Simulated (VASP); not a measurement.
# PbO2 (I4_1/amd) in VASP: single point with PBE

Aim: the single point of PbO2 with PBE.

All numbers are computed with VASP 6.6.1; they aren't measurements. Logs are shortened: lines on timing, memory, paths and dates and some standing lists are left out, and cuts for length are marked.

### Step 1. The cell of the first run

Symmetry: I4_1/amd, No. 141, tetragonal system. Conventional cell: a = 4.300 Å, b = 4.300 Å, c = 10.909 Å, α = 90.00°, β = 90.00°, γ = 90.00°. Within 2.9 Å of Pb (site symmetry -4m2) lie 6 O at 2.19 to 2.22 Å. O (site symmetry 2mm) has 3 Pb at 2.19 to 2.22 Å and 2 O at 2.72 Å within 2.9 Å.

### Step 2. Single point, PBE

INCAR

```
SYSTEM = PbO2
  PREC = Accurate
  ENCUT = 520
  EDIFF = 1E-7
  ISMEAR = 0
  SIGMA = 0.1
  LREAL = .FALSE.
  LASPH = .TRUE.
  NELM = 100
  ALGO = Normal
  ISIF = 2
  LWAVE = .FALSE.
  LCHARG = .FALSE.
  GGA = PE
  NBANDS = 35
```

KPOINTS

```
Automatic mesh
0
G
  12 12 12
  0 0 0
```

POSCAR

```
PbO2
1.0
   -2.1500908950      2.1500908950      5.4546185834
    2.1500908950     -2.1500908950      5.4546185834
    2.1500908950      2.1500908950     -5.4546185834
Pb O
2 4
Direct
    0.2500000000      0.7500000000      0.5000000000
    0.5000000000      0.5000000000      0.0000000000
    0.0489658429      0.5489658429      0.5000000000
    0.4510341571      0.9510341571      0.5000000000
    0.7010341571      0.7010341571      0.0000000000
    0.2989658429      0.2989658429      0.0000000000
```

Potentials or basis: VASP PAW PBE potentials, release 64 (Pb_d, O).

The run is started by

```sh
$ cat potpaw_PBE.64/Pb_d/POTCAR potpaw_PBE.64/O/POTCAR > POTCAR
$ mpirun -np 1 vasp_std > vasp.out
```

OUTCAR:

```text
SYSTEM = PbO2
   PREC = Accurate
   ENCUT = 520
   EDIFF = 1E-7
   ISMEAR = 0
   LREAL = .FALSE.
   LASPH = .TRUE.
   NELM = 100
   ISIF = 2
   GGA = PE

 ion  position               nearest neighbor table
   1  0.250  0.750  0.500-   3 2.19   4 2.19   6 2.22   5 2.22   6 2.22   5 2.22   2 3.47   2 3.47
                             2 3.47   2 3.47
   2  0.500  0.500  0.000-   5 2.19   6 2.19   3 2.22   4 2.22   3 2.22   4 2.22   1 3.47   1 3.47
                             1 3.47   1 3.47
   3  0.049  0.549  0.500-   1 2.19   2 2.22   2 2.22
   4  0.451  0.951  0.500-   1 2.19   2 2.22   2 2.22
   5  0.701  0.701  0.000-   2 2.19   1 2.22   1 2.22
   6  0.299  0.299  0.000-   2 2.19   1 2.22   1 2.22

  LATTYP: Found a body centered tetragonal cell.
 ALAT       =     4.3001817900
 C/A-ratio  =     2.5369246463

  Lattice vectors:

 A1 = (  -2.1500908950,   2.1500908950,   5.4546185834)
 A2 = (   2.1500908950,  -2.1500908950,   5.4546185834)
 A3 = (   2.1500908950,   2.1500908950,  -5.4546185834)

Analysis of symmetry for initial positions (statically):
=====================================================================
 Subroutine PRICEL returns:
 Original cell was already a primitive cell.

 Routine SETGRP: Setting up the symmetry group for a
 body centered tetragonal supercell.

 Subroutine GETGRP returns: Found 16 space group operations
 (whereof  8 operations were pure point group operations)
 out of a pool of 16 trial point group operations.

The static configuration has the point symmetry D_2d.
 The point group associated with its full space group is D_4h.

Analysis of symmetry for dynamics (positions and initial velocities):
=====================================================================
 Subroutine PRICEL returns:
 Original cell was already a primitive cell.

 Routine SETGRP: Setting up the symmetry group for a
 body centered tetragonal supercell.

 Subroutine GETGRP returns: Found 16 space group operations
 (whereof  8 operations were pure point group operations)
 out of a pool of 16 trial point group operations.

The dynamic configuration has the point symmetry D_2d.
 The point group associated with its full space group is D_4h.

 Subroutine INISYM returns: Found 16 space group operations
 (whereof  8 operations are pure point group operations),
 and found     1 'primitive' translations

----------------------------------------------------------------------------------------

                                     Primitive cell

  volume of cell :     100.8644

  direct lattice vectors                    reciprocal lattice vectors
    -2.150090895  2.150090895  5.454618583     0.000000000  0.232548308  0.091665438
     2.150090895 -2.150090895  5.454618583     0.232548308  0.000000000  0.091665438
     2.150090895  2.150090895 -5.454618583     0.232548308  0.232548308  0.000000000

  length of vectors
     6.244889559  6.244889559  6.244889559     0.249962533  0.249962533  0.328872971

  position of ions in fractional coordinates (direct lattice)
     0.250000000  0.750000000  0.500000000
     0.500000000  0.500000000  0.000000000
     0.048965843  0.548965843  0.500000000
     0.451034157  0.951034157  0.500000000
     0.701034157  0.701034157  0.000000000
     0.298965843  0.298965843  0.000000000

  ion indices of the primitive-cell ions
   primitive index   ion index
                 1           1
                 2           2
                 3           3
                 4           4
                 5           5
                 6           6

----------------------------------------------------------------------------------------

 KPOINTS: Automatic mesh

Automatic generation of k-mesh.
 Grid dimensions read from file:
 generate k-points for:   12   12   12

 Generating k-lattice:

  Cartesian coordinates                     Fractional coordinates (reciprocal lattice)
     0.000000000  0.019379026  0.007638786     0.083333333  0.000000000  0.000000000
     0.019379026  0.000000000  0.007638786     0.000000000  0.083333333  0.000000000
     0.019379026  0.019379026  0.000000000     0.000000000  0.000000000  0.083333333

  Length of vectors
     0.020830211  0.020830211  0.027406081

  Shift w.r.t. Gamma in fractional coordinates (k-lattice)
     0.000000000  0.000000000  0.000000000

 Subroutine IBZKPT returns following result:
 ===========================================

 Found    163 irreducible k-points:

 Following reciprocal coordinates:
            Coordinates               Weight
  0.000000  0.000000  0.000000      1.000000
  0.083333 -0.000000  0.000000      8.000000
  0.166667  0.000000  0.000000      8.000000
  0.250000  0.000000  0.000000      8.000000
  0.333333  0.000000  0.000000      8.000000
  0.416667 -0.000000  0.000000      8.000000
[... 16 lines left out ...]
  0.500000  0.166667  0.000000     16.000000
 -0.416667  0.166667 -0.000000     16.000000
 [... further k-points ...]
   k-points           NKPTS =    163   k-points in BZ     NKDIM =    163   number of bands    NBANDS=     35
   number of dos      NEDOS =    301   number of ions     NIONS =      6
   total plane-waves  NPLWV = 110592
   dimension x,y,z NGX =    48 NGY =   48 NGZ =   48
   dimension x,y,z NGXF=    96 NGYF=   96 NGZF=   96
   ions per type =               2   4
   NGX,Y,Z   is equivalent  to a cutoff of  12.78, 12.78, 12.78 a.u.
   NGXF,Y,Z  is equivalent  to a cutoff of  25.56, 25.56, 25.56 a.u.
 SYSTEM =  PbO2
   PREC   = accura    normal or accurate (medium, high low for compatibility)
   ISTART =      0    job   : 0-new  1-cont  2-samecut
   ICHARG =      2    charge: 1-file 2-atom 10-const
   ISPIN  =      1    spin polarized calculation?
   LNONCOLLINEAR =      F non collinear calculations
   LSORBIT =      F    spin-orbit coupling
   LASPH  =      T    aspherical Exc in radial PAW
   ENCUT  =  520.0 eV  38.22 Ry    6.18 a.u.  11.61 11.61 11.61*2*pi/ulx,y,z
   NELM   =    100;   NELMIN=  2; NELMDL= -5     # of ELM steps
   EDIFF  = 0.1E-06   stopping-criterion for ELM
   LREAL  =      F    real-space projection
   EDIFFG = 0.1E-05   stopping-criterion for IOM
   NSW    =      0    number of steps for IOM
   IBRION =     -1    ionic relax: 0-MD 1-quasi-New 2-CG
   NFREE  =      0    steps in history (QN), initial steepest desc. (CG)
   ISIF   =      2    stress and relaxation
   ISYM   =      2    0-nonsym 1-usesym 2-fastsym
   POTIM  = 0.5000    time-step for ionic-motion
   TEBEG  =    0.0;   TEEND  =   0.0 temperature during run
   PSTRESS=    0.0 pullay stress
   NELECT =      52.0000    total number of electrons
   NUPDOWN=      -1.0000    fix difference up-down
   EMIN   =  10.00;   EMAX   =-10.00  energy-range for DOS
   EFERMI =   0.00;   METHOD = LEGACY
   ISMEAR =     0;   SIGMA  =   0.10  broadening in eV -4-tet -1-fermi 0-gaus
   EFERMI_NEDOS =   21; number of points for ismear=-14 and -15
   IALGO  =     38    algorithm
   IMIX   =      4    mixing-type and parameters
     AMIX     =   0.40;   BMIX     =  1.00
     AMIX_MAG =   1.60;   BMIX_MAG =  1.00
  volume/ion in A,a.u.               =      16.81       113.44
  Fermi-wavevector in a.u.,A,eV,Ry     =   1.312693  2.480631 23.445066  1.723164
  Thomas-Fermi vector in A             =   2.443068
   LORBIT       =      0    0 simple, 1 ext, 2 COOP (PROOUT), +10 PAW based schemes
   GGA     = PE    functional components
   LHFCALC =     F    Hartree Fock is set to
   AEXX    =    0.0000 exact exchange contribution
   IVDW    =     0    specifies the selected vdW correction
   LEPSILON=     F    determine dielectric tensor
   LRPA    =     F    only Hartree local field effects (RPA)
 non-spin polarized calculation
 Gauss-broadening in eV      SIGMA  =   0.10
  energy-cutoff  :      520.00
  volume of cell :      100.86
 maximum number of plane-waves:      2750
   NGX = 23   NGY = 23   NGZ = 23

 number of electron      52.0000002 magnetization

 Free energy of the ion-electron system (eV)
  ---------------------------------------------------
  ext. energy  EPLUGINS =         0.00000000
  ---------------------------------------------------
  free energy    TOTEN  =       -31.57945590 eV

  energy without entropy =      -31.57722264  energy(sigma->0) =      -31.57833927

 E-fermi :   2.3221     XC(G=0):  -9.4810

 val. band max:        2.2681479975   @ k =   0.0833  -0.0000   0.0000
 cond. band min:       2.3826734992   @ k =  -0.0833   0.0833   0.0000
 fundamental gap:      0.1145255017
 Fermi energy:         2.3220802277

 k-point     1 :       0.0000    0.0000    0.0000
  band No.  band energies     occupation
      1     -15.4486      2.00000
      2     -15.2392      2.00000
      3     -15.2272      2.00000
      4     -14.8557      2.00000
      5     -12.8620      2.00000
      6     -12.8454      2.00000
[... 27 lines left out ...]
     34      13.0033      0.00000
     35      13.0033      0.00000

 k-point     2 :       0.0833   -0.0000    0.0000
  band No.  band energies     occupation
      1     -15.4342      2.00000
      2     -15.2503      2.00000
      3     -15.1860      2.00000
      4     -14.8381      2.00000
      5     -12.8586      2.00000
      6     -12.8476      2.00000
[... 27 lines left out ...]
     34      12.7982      0.00000
     35      12.9366      0.00000

 k-point     3 :       0.1667    0.0000    0.0000
  band No.  band energies     occupation
      1     -15.4062      2.00000
      2     -15.2381      2.00000
      3     -15.1038      2.00000
      4     -14.7838      2.00000
      5     -12.8556      2.00000
      6     -12.8535      2.00000
[... 27 lines left out ...]
     34      12.4953      0.00000
     35      12.7674      0.00000
[... 723 lines left out ...]
 k-point    23 :       0.5000    0.1667    0.0000
  band No.  band energies     occupation
      1     -15.2627      2.00000
      2     -15.1133      2.00000
      3     -14.6051      2.00000
      4     -14.4386      2.00000
      5     -12.9161      2.00000
      6     -12.7815      2.00000
[... 27 lines left out ...]
     34      12.6236      0.00000
     35      13.8847      0.00000

 k-point    24 :      -0.4167    0.1667   -0.0000
  band No.  band energies     occupation
      1     -15.2612      2.00000
      2     -15.1088      2.00000
      3     -14.6890      2.00000
      4     -14.4729      2.00000
      5     -12.9065      2.00000
      6     -12.7873      2.00000
[... 27 lines left out ...]
     34      12.4408      0.00000
     35      13.6635      0.00000

 [... further k-points ...]
[... 5 lines left out ...]
  --------------------------------------------------------------------------------------
  -------------------------------------------------------------------------------------
  Total        0.0659620      0.0659620      0.2424383      0.0000000      0.0000000      0.0000000
  in kB        1.0477717      1.0477717      3.8510026      0.0000000      0.0000000      0.0000000
  external PRESSURE =       1.9821820 kB  Pullay stress =       0.0000000 kB

 VOLUME and BASIS-vectors are now :
 -----------------------------------------------------------------------------
  energy-cutoff  :      520.00
  volume of cell :      100.86
      direct lattice vectors                 reciprocal lattice vectors
    -2.150090895  2.150090895  5.454618583     0.000000000  0.232548308  0.091665438
     2.150090895 -2.150090895  5.454618583     0.232548308  0.000000000  0.091665438
     2.150090895  2.150090895 -5.454618583     0.232548308  0.232548308  0.000000000

 POSITION                                       TOTAL-FORCE (eV/Angst)
 -----------------------------------------------------------------------------------
      2.15009      0.00000      2.72731        -0.000000     -0.000000      0.000000
      0.00000      0.00000      5.45462        -0.000000     -0.000000     -0.000000
      2.15009      0.00000      0.53418        -0.000000      0.000000     -0.020913
      2.15009      0.00000      4.92044        -0.000000      0.000000      0.020913
      0.00000      0.00000      7.64775         0.000000     -0.000000      0.020913
      0.00000      0.00000      3.26149         0.000000     -0.000000     -0.020913
 -----------------------------------------------------------------------------------
    total drift:                               -0.000000      0.000000      0.000000

  FREE ENERGIE OF THE ION-ELECTRON SYSTEM (eV)
  ---------------------------------------------------
  free  energy   TOTEN  =       -31.5794558959 eV

  energy  without entropy=      -31.5772226393  energy(sigma->0) =      -31.57833927
```

Run time: 13 min. Hardware: 1 thread of Intel Xeon Platinum 8259CL at 2.50GHz (Skylake/Cascade Lake), shared host; peak memory 0.63 GiB.

What came out:

| Property | Result |
| --- | --- |
| Free energy | -31.5795 eV |
| Pressure | 0.2 GPa |
| Largest force | 0.021 eV/Å |
| Band gap on the k mesh | zero (band 26 reaches 2.22 eV, above the bottom of band 27 at 2.03 eV) |

Forces on the atoms (eV/Å):
```
Pb   0.000  0.000  0.000
Pb   0.000  0.000  0.000
O    0.000  0.000 -0.021
O    0.000  0.000  0.021
O    0.000  0.000  0.021
O    0.000  0.000 -0.021
```

Stress tensor (GPa, compression positive):
```
0.10 0.00 0.00
0.00 0.10 0.00
0.00 0.00 0.39
```

Levels at points of the mesh, in eV from the Fermi level:
| k point | band 22 | band 23 | band 24 | band 25 | band 26 | band 27 | band 28 | band 29 | band 30 | band 31 |
| --- | --- | --- | --- | --- | --- | --- | --- | --- | --- | --- |
| (0.00, 0.00, 0.00) | -1.15 | -0.61 | -0.61 | -0.38 | -0.38 | -0.29 | 3.03 | 8.30 | 8.75 | 9.09 |
| (0.50, 0.00, 0.00) | -0.85 | -0.58 | -0.56 | -0.46 | -0.29 | 2.40 | 3.50 | 6.88 | 7.42 | 9.20 |
| (0.50, 0.50, 0.00) | -0.75 | -0.59 | -0.59 | -0.15 | -0.15 | 4.23 | 4.23 | 6.72 | 6.72 | 7.43 |
| (0.50, 0.50, 0.50) | -2.28 | -0.79 | -0.79 | -0.32 | -0.32 | 1.88 | 1.88 | 7.08 | 7.08 | 10.49 |

Caveat: spin-orbit coupling is left out, which moves the levels of the heavy elements.
